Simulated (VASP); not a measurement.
# Cr (Im-3m) in VASP: single point with PBE

Aim: the single point of Cr with PBE.

Program: VASP 6.6.1. These are calculated values, not measurements. Logs are shortened: lines on timing, memory, paths and dates and some standing lists are left out, and cuts for length are marked.

## (1) The cell of the first run

The structure is cubic, space group Im-3m (No. 229). Conventional cell: a = 2.880 Å, b = 2.880 Å, c = 2.880 Å, α = 90.00°, β = 90.00°, γ = 90.00°. Within 3.3 Å of Cr (site symmetry m-3m) lie 14 Cr at 2.49 to 2.88 Å.

## (2) Single point, PBE, collinear spin, antiferromagnetic start

INCAR

```
SYSTEM = Cr
PREC = Accurate ; ENCUT = 520
EDIFF = 1E-6 ; ISMEAR = -1
SIGMA = 0.01 ; LREAL = .False.
LASPH = .True. ; NELM = 150
ALGO = Normal ; ISIF = 2
LWAVE = .False. ; LCHARG = .True.
ISPIN = 2 ; MAGMOM = 1.5 -1.5
LORBIT = 11 ; LMAXMIX = 4
GGA = PE ; LELF = .True.
LVHAR = .True. ; NBANDS = 23
```

KPOINTS

```
regular mesh
0
Gamma
  16 16 16
  0 0 0
```

POSCAR

```
Cr
1.0
    2.8802916532      0.0000000000      0.0000000000
    0.0000000000      2.8802916532      0.0000000000
    0.0000000000      0.0000000000      2.8802916532
Cr
2
Direct
    0.0000000000      0.0000000000      0.0000000000
    0.5000000000      0.5000000000      0.5000000000
```

Potentials or basis: VASP PAW PBE potentials, release 64 (Cr_pv).

Launch:

```bash
$ cat potpaw_PBE.64/Cr_pv/POTCAR > POTCAR
$ mpirun -np 1 vasp_std > vasp.out
```

OUTCAR:

```text
SYSTEM = Cr
   PREC = Accurate
   ENCUT = 520
   EDIFF = 1E-6
   ISMEAR = -1
   LREAL = .False.
   LASPH = .True.
   NELM = 150
   ISIF = 2
   ISPIN = 2
   LORBIT = 11
   GGA = PE

 ion  position               nearest neighbor table
   1  0.000  0.000  0.000-   2 2.49   2 2.49   2 2.49   2 2.49   2 2.49   2 2.49   2 2.49   2 2.49

   2  0.500  0.500  0.500-   1 2.49   1 2.49   1 2.49   1 2.49   1 2.49   1 2.49   1 2.49   1 2.49

  LATTYP: Found a simple cubic cell.
 ALAT       =     2.8802916532

  Lattice vectors:

 A1 = (   2.8802916532,   0.0000000000,   0.0000000000)
 A2 = (   0.0000000000,   2.8802916532,   0.0000000000)
 A3 = (   0.0000000000,   0.0000000000,   2.8802916532)

Analysis of symmetry for initial positions (statically):
=====================================================================
 Subroutine PRICEL returns following result:

  LATTYP: Found a body centered cubic cell.
 ALAT       =     2.8802916532
[... 12 lines left out ...]
 Subroutine GETGRP returns: Found 48 space group operations
 (whereof 48 operations were pure point group operations)
 out of a pool of 48 trial point group operations.

The static configuration has the point symmetry O_h .

Analysis of symmetry for dynamics (positions and initial velocities):
=====================================================================
 Subroutine PRICEL returns following result:

  LATTYP: Found a body centered cubic cell.
 ALAT       =     2.8802916532
[... 12 lines left out ...]
 Subroutine GETGRP returns: Found 48 space group operations
 (whereof 48 operations were pure point group operations)
 out of a pool of 48 trial point group operations.

The dynamic configuration has the point symmetry O_h .

Analysis of structural, dynamic, and magnetic symmetry:
=====================================================================
 Subroutine PRICEL returns following result:

  LATTYP: Found a body centered cubic cell.
 ALAT       =     2.8802916532
[... 12 lines left out ...]
 Subroutine GETGRP returns: Found 48 space group operations
 (whereof 48 operations were pure point group operations)
 out of a pool of 48 trial point group operations.

The overall configuration has the point symmetry O_h .

 Subroutine INISYM returns: Found 48 space group operations
 (whereof 48 operations are pure point group operations),
 and found     2 'primitive' translations

----------------------------------------------------------------------------------------

                                     Primitive cell

  volume of cell :      11.9476

  direct lattice vectors                    reciprocal lattice vectors
[... 105 lines left out ...]
     AMIX_MAG =   1.60;   BMIX_MAG =  1.00
  volume/ion in A,a.u.               =      11.95        80.63
  Fermi-wavevector in a.u.,A,eV,Ry     =   1.639490  3.098187 36.571474  2.687928
  Thomas-Fermi vector in A             =   2.730287
   LORBIT       =     11    0 simple, 1 ext, 2 COOP (PROOUT), +10 PAW based schemes
   GGA     = PE    functional components
   LHFCALC =     F    Hartree Fock is set to
   AEXX    =    0.0000 exact exchange contribution
   IVDW    =     0    specifies the selected vdW correction
   LEPSILON=     F    determine dielectric tensor
   LRPA    =     F    only Hartree local field effects (RPA)
 spin polarized calculation
  energy-cutoff  :      520.00
  volume of cell :       23.90
 maximum number of plane-waves:       660
 NGX is ok and might be reduce to    24
   NGX = 11   NGY = 11   NGZ = 11

 number of electron      23.9999979 magnetization       0.0000000

 number of electron      23.9999979 magnetization      -0.0000000

 Free energy of the ion-electron system (eV)
  ---------------------------------------------------
  ext. energy  EPLUGINS =         0.00000000
  ---------------------------------------------------
  free energy    TOTEN  =       -19.05772201 eV

  energy without entropy =      -19.05726134  energy(sigma->0) =      -19.05749168

 E-fermi :  10.4495     XC(G=0): -13.4564

 val. band max:       10.4480695581   @ k =   0.4375   0.4375   0.0625
 cond. band min:      10.4504482724   @ k =   0.4375   0.3750   0.0000
 fundamental gap:      0.0023787143
 Fermi energy:        10.4495102208

 spin component 1

 k-point     1 :       0.0000    0.0000    0.0000
  band No.  band energies     occupation
      1     -33.0919      1.00000
      2     -33.0919      1.00000
      3     -33.0919      1.00000
      4     -31.7432      1.00000
      5     -31.7432      1.00000
      6     -31.7432      1.00000
[... 613 lines left out ...]
     22      25.5524      0.00000
     23      28.6897      0.00000

 [... further k-points ...]

 spin component 2

 k-point     1 :       0.0000    0.0000    0.0000
  band No.  band energies     occupation
      1     -33.0919      1.00000
      2     -33.0919      1.00000
      3     -33.0919      1.00000
      4     -31.7432      1.00000
      5     -31.7432      1.00000
      6     -31.7432      1.00000
[... 613 lines left out ...]
     22      25.5524      0.00000
     23      28.6897      0.00000

 [... further k-points ...]
[... 5 lines left out ...]
  --------------------------------------------------------------------------------------
  -------------------------------------------------------------------------------------
  Total       -0.3852530     -0.3852530     -0.3852530     -0.0000000     -0.0000000     -0.0000000
  in kB      -25.8313542    -25.8313542    -25.8313542     -0.0000000     -0.0000000     -0.0000000
  external PRESSURE =     -25.8313542 kB  Pullay stress =       0.0000000 kB

 VOLUME and BASIS-vectors are now :
 -----------------------------------------------------------------------------
  energy-cutoff  :      520.00
  volume of cell :       23.90
      direct lattice vectors                 reciprocal lattice vectors
     2.880291653  0.000000000  0.000000000     0.347187063  0.000000000  0.000000000
     0.000000000  2.880291653  0.000000000     0.000000000  0.347187063  0.000000000
     0.000000000  0.000000000  2.880291653     0.000000000  0.000000000  0.347187063

 POSITION                                       TOTAL-FORCE (eV/Angst)
 -----------------------------------------------------------------------------------
      0.00000      0.00000      0.00000         0.000000      0.000000      0.000000
      1.44015      1.44015      1.44015        -0.000000     -0.000000     -0.000000
 -----------------------------------------------------------------------------------
    total drift:                                0.000000      0.000000     -0.000000

  FREE ENERGIE OF THE ION-ELECTRON SYSTEM (eV)
  ---------------------------------------------------
  free  energy   TOTEN  =       -19.0577220136 eV

  energy  without entropy=      -19.0572613399  energy(sigma->0) =      -19.05749168

 total charge

# of ion       s       p       d       tot
------------------------------------------
    1        0.428   6.382   4.180  10.990
    2        0.428   6.382   4.180  10.990
--------------------------------------------------
tot          0.856  12.765   8.359  21.980

 magnetization (x)

# of ion       s       p       d       tot
------------------------------------------
    1        0.016   0.010   1.197   1.222
    2       -0.016  -0.010  -1.197  -1.222
--------------------------------------------------
tot          0.000   0.000   0.000   0.000
```

stdout:

```text
POSCAR found type information on POSCAR Cr
 POSCAR found :  1 types and       2 ions
 scaLAPACK will be used
 LDA part: xc-table for (Slater+PW92), standard interpolation
 POSCAR, INCAR and KPOINTS ok, starting setup
 FFT: planning ... GRIDC
 FFT: planning ... GRID_SOFT
 FFT: planning ... GRID
 WAVECAR not read
 entering main loop
```

Run time: 2.2 min. Hardware: 1 thread of AMD EPYC 7R13 (Zen 3), shared host; peak memory 0.21 GiB.

What came out:

```yaml
Free_energy: -19.0577 eV
Pressure: -2.6 GPa
Band_gap_on_the_k_mesh: zero (filled and empty bands overlap)
Net_moment: 0.00 μB per cell
Site_moments: Cr +1.22, -1.22 μB
Valence_electrons_inside_the_program's_atomic_spheres: Cr 10.99
```

Caveat: the antiferromagnetic order is the one typed at the start, and another may lie lower.
